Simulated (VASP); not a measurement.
# Be3AgS4 (Pm-3m) in VASP: a series of runs, part 2 of 2

VASP 6.6.1. Earlier steps stand in the parts before.

## Step 5: Relaxation of cell and atoms, PBE

This run uses another cell than the first one, of 14.24 Å³/atom, 0.786 times its volume.

Input file INCAR:

```
SYSTEM = Be3AgS4
PREC     = Accurate       ! precision mode
ENCUT    = 600            ! plane-wave cutoff, eV
EDIFF    = 1E-6           ! SCF threshold, eV
ISMEAR   = 0              ! smearing method
SIGMA    = 0.1            ! smearing width, eV
LREAL    = .False.        ! projectors in reciprocal space
LASPH    = .True.         ! aspherical terms in the spheres
NELM     = 80             ! most SCF steps
ALGO     = Normal         ! electronic algorithm
ISIF     = 3              ! what is computed and relaxed
LWAVE    = .False.        ! write WAVECAR
LCHARG   = .False.        ! write CHGCAR
GGA      = PE             ! functional
IBRION   = 2              ! ionic algorithm
NSW      = 100            ! ionic steps
EDIFFG   = -0.01          ! ionic threshold
```

Input file KPOINTS:

```
Automatic mesh
0
Gamma
  8 8 8
  0 0 0
```

Input file POSCAR:

```
Be3AgS4
1.0
    4.8472294391      0.0000000000      0.0000000000
    0.0000000000      4.8472294391      0.0000000000
    0.0000000000      0.0000000000      4.8472294391
Be Ag S
3 1 4
Direct
    0.0000000000      0.5000000000      0.5000000000
    0.5000000000      0.0000000000      0.5000000000
    0.5000000000      0.5000000000      0.0000000000
    0.5000000000      0.5000000000      0.5000000000
    0.5000000000      0.0000000000      0.0000000000
    0.0000000000      0.5000000000      0.0000000000
    0.0000000000      0.0000000000      0.5000000000
    0.0000000000      0.0000000000      0.0000000000
```

Potentials or basis: VASP PAW PBE potentials, release 64 (Be, Ag, S).

The run is started by

```bash
$ cat potpaw_PBE.64/Be/POTCAR potpaw_PBE.64/Ag/POTCAR potpaw_PBE.64/S/POTCAR > POTCAR
$ mpirun -np 1 vasp_std > vasp.out
```

OUTCAR:

```text
SYSTEM = Be3AgS4
   PREC = Accurate
   ENCUT = 600
   EDIFF = 1E-6
   ISMEAR = 0
   LREAL = .False.
   LASPH = .True.
   NELM = 80
   ISIF = 3
   GGA = PE
   IBRION = 2
   NSW = 100
   EDIFFG = -0.01

 ion  position               nearest neighbor table
   1  0.000  0.500  0.500-   4 2.42   6 2.42   7 2.42   6 2.42   7 2.42   4 2.42
   2  0.500  0.000  0.500-   4 2.42   5 2.42   7 2.42   5 2.42   4 2.42   7 2.42
   3  0.500  0.500  0.000-   4 2.42   5 2.42   6 2.42   4 2.42   5 2.42   6 2.42
   4  0.500  0.500  0.500-   1 2.42   2 2.42   3 2.42   3 2.42   2 2.42   1 2.42
   5  0.500  0.000  0.000-   2 2.42   3 2.42   8 2.42   2 2.42   3 2.42   8 2.42
   6  0.000  0.500  0.000-   1 2.42   3 2.42   8 2.42   1 2.42   8 2.42   3 2.42
   7  0.000  0.000  0.500-   1 2.42   2 2.42   8 2.42   8 2.42   1 2.42   2 2.42
   8  0.000  0.000  0.000-   5 2.42   6 2.42   7 2.42   7 2.42   6 2.42   5 2.42

  LATTYP: Found a simple cubic cell.
 ALAT       =     4.8472294391

  Lattice vectors:

 A1 = (   4.8472294391,   0.0000000000,   0.0000000000)
 A2 = (   0.0000000000,   4.8472294391,   0.0000000000)
 A3 = (   0.0000000000,   0.0000000000,   4.8472294391)

[... 242 lines left out ...]
 val. band max:        7.5724954690   @ k =   0.3750   0.2500   0.1250
 cond. band min:       7.6057100248   @ k =   0.5000   0.3750   0.3750
 fundamental gap:      0.0332145558
 Fermi energy:         7.5924909402

 k-point     1 :       0.0000    0.0000    0.0000
  band No.  band energies     occupation
      1      -9.5115      2.00000
      2      -5.8713      2.00000
      3      -5.8713      2.00000
      4      -3.3969      2.00000
      5      -0.6878      2.00000
      6      -0.6878      2.00000
[... 661 lines left out ...]
     24       9.5648      0.00000
     25      10.1775      0.00000

 [... further k-points ...]
[... 5 lines left out ...]
  --------------------------------------------------------------------------------------
  -------------------------------------------------------------------------------------
  Total       -0.0227263     -0.0227263     -0.0227263     -0.0000000     -0.0000000      0.0000000
  in kB       -0.3183813     -0.3183813     -0.3183813     -0.0000000     -0.0000000      0.0000000
  external PRESSURE =      -0.3183813 kB  Pullay stress =       0.0000000 kB

 VOLUME and BASIS-vectors are now :
 -----------------------------------------------------------------------------
  energy-cutoff  :      600.00
  volume of cell :      114.36
      direct lattice vectors                 reciprocal lattice vectors
     4.853972380  0.000000000 -0.000000000     0.206016829  0.000000000 -0.000000000
    -0.000000000  4.853972380 -0.000000000    -0.000000000  0.206016829 -0.000000000
     0.000000000  0.000000000  4.853972380     0.000000000  0.000000000  0.206016829

 POSITION                                       TOTAL-FORCE (eV/Angst)
 -----------------------------------------------------------------------------------
      0.00000      2.42699      2.42699        -0.000000      0.000000      0.000000
      2.42699      0.00000      2.42699         0.000000      0.000000      0.000000
      2.42699      2.42699     -0.00000         0.000000      0.000000      0.000000
      2.42699      2.42699      2.42699        -0.000000     -0.000000      0.000000
      2.42699      0.00000     -0.00000         0.000000     -0.000000      0.000000
     -0.00000      2.42699     -0.00000         0.000000     -0.000000      0.000000
      0.00000      0.00000      2.42699         0.000000      0.000000      0.000000
      0.00000      0.00000      0.00000         0.000000     -0.000000      0.000000
 -----------------------------------------------------------------------------------
    total drift:                               -0.000000      0.000000     -0.000000

  FREE ENERGIE OF THE ION-ELECTRON SYSTEM (eV)
  ---------------------------------------------------
  free  energy   TOTEN  =       -28.3501910957 eV

  energy  without entropy=      -28.3369328279  energy(sigma->0) =      -28.34356196

 reached required accuracy - stopping structural energy minimisation
```

OSZICAR:

```text
N       E                     dE             d eps       ncg     rms          rms(c)
DAV:   1     0.219105664048E+03    0.21911E+03   -0.19957E+04  1750   0.162E+03
DAV:   2    -0.102345033970E+02   -0.22934E+03   -0.22486E+03  2090   0.283E+02
DAV:   3    -0.286041841276E+02   -0.18370E+02   -0.18027E+02  2369   0.849E+01
[... 14 lines left out ...]
DAV:   3    -0.283502650072E+02    0.14817E-03   -0.13302E-03  2148   0.206E-01    0.913E-02
DAV:   4    -0.283502087927E+02    0.56215E-04   -0.98134E-05  1879   0.662E-02    0.379E-02
DAV:   5    -0.283501937243E+02    0.15068E-04   -0.19786E-05  2193   0.388E-02    0.152E-02
DAV:   6    -0.283501918352E+02    0.18891E-05   -0.21494E-06  1224   0.102E-02    0.512E-03
DAV:   7    -0.283501910957E+02    0.73950E-06   -0.35866E-07  1007   0.463E-03
   2 F= -.28350191E+02 E0= -.28343562E+02  d E =-.412817E-03
```

CONTCAR:

```text
Be3AgS4
   1.00000000000000
     4.8539723802246710    0.0000000000000000   -0.0000000000000000
    -0.0000000000000000    4.8539723802246710   -0.0000000000000000
     0.0000000000000000    0.0000000000000000    4.8539723802246710
  Be              Ag              S
     3     1     4
Direct
     0.0000000000000000    0.5000000000000000    0.5000000000000000
     0.5000000000000000    0.0000000000000000    0.5000000000000000
     0.5000000000000000    0.5000000000000000    0.0000000000000000
     0.5000000000000000    0.5000000000000000    0.5000000000000000
     0.5000000000000000    0.0000000000000000    0.0000000000000000
     0.0000000000000000    0.5000000000000000    0.0000000000000000
     0.0000000000000000    0.0000000000000000    0.5000000000000000
     0.0000000000000000    0.0000000000000000    0.0000000000000000

  0.00000000E+00  0.00000000E+00  0.00000000E+00
  0.00000000E+00  0.00000000E+00  0.00000000E+00
  0.00000000E+00  0.00000000E+00  0.00000000E+00
  0.00000000E+00  0.00000000E+00  0.00000000E+00
  0.00000000E+00  0.00000000E+00  0.00000000E+00
  0.00000000E+00  0.00000000E+00  0.00000000E+00
  0.00000000E+00  0.00000000E+00  0.00000000E+00
  0.00000000E+00  0.00000000E+00  0.00000000E+00
```

Run time: 2.3 min. Hardware: 1 thread of Oxide Virtual Turin-like, shared host; peak memory 0.28 GiB.

Results:

- Free energy: -28.3502 eV
- Relaxed volume: 14.30 Å³/atom
- Relaxed cell: a = 4.854 Å, b = 4.854 Å, c = 4.854 Å, α = 90.00°, β = 90.00°, γ = 90.00°
- Space group after relaxing (to 0.05 Å): Pm-3m (No. 221)
- Energy gained by relaxing: 0.1 meV/atom
- Ionic steps: 2
- Pressure after relaxing: 0.0 GPa

The path:
```
step  energy change (eV)  largest force (eV/Å)  pressure (GPa)  volume (Å³)
   1              0.0000                0.0000            0.32       113.89
   2             -0.0004                0.0000           -0.03       114.36
```

Final structure:
```
Be Ag S
1.0
     4.85397    0.00000    0.00000
     0.00000    4.85397    0.00000
     0.00000    0.00000    4.85397
Be Ag S
3 1 4
Direct
  0.00000 0.50000 0.50000
  0.50000 0.00000 0.50000
  0.50000 0.50000 0.00000
  0.50000 0.50000 0.50000
  0.50000 0.00000 0.00000
  0.00000 0.50000 0.00000
  0.00000 0.00000 0.50000
  0.00000 0.00000 0.00000
```

## Step 6: Summary

```tsv
task	spin	cell	k mesh	cutoff (eV)	gap on the mesh (eV)	pressure (GPa)	moment (μB)	relaxed volume (Å³/atom)
relaxation of cell and atoms	off	relaxed from a = 5.253 Å, 8 atoms	4 × 4 × 4	600	none	-0.3	-	14.27
single point	collinear, ferromagnetic start	a = 4.847 Å, 8 atoms	4 × 4 × 4	520	none	-0.1	0.00	-
single point	collinear, ferromagnetic start	a = 5.253 Å, 8 atoms	4 × 4 × 4	520	none	-12.3	0.00	-
relaxation of cell and atoms	off	relaxed from a = 4.847 Å, 8 atoms	8 × 8 × 8	600	none	0.0	-	14.30
```

Alike in all rows: level PBE; potentials or basis VASP PAW PBE potentials, release 64 (Be, Ag, S); smearing gaussian 0.1 eV.

Caveats: the volume moved by over 15 % at a fixed basis, so the end points are rough (some runs).

Absolute energies hang on the potentials; compare differences alone.
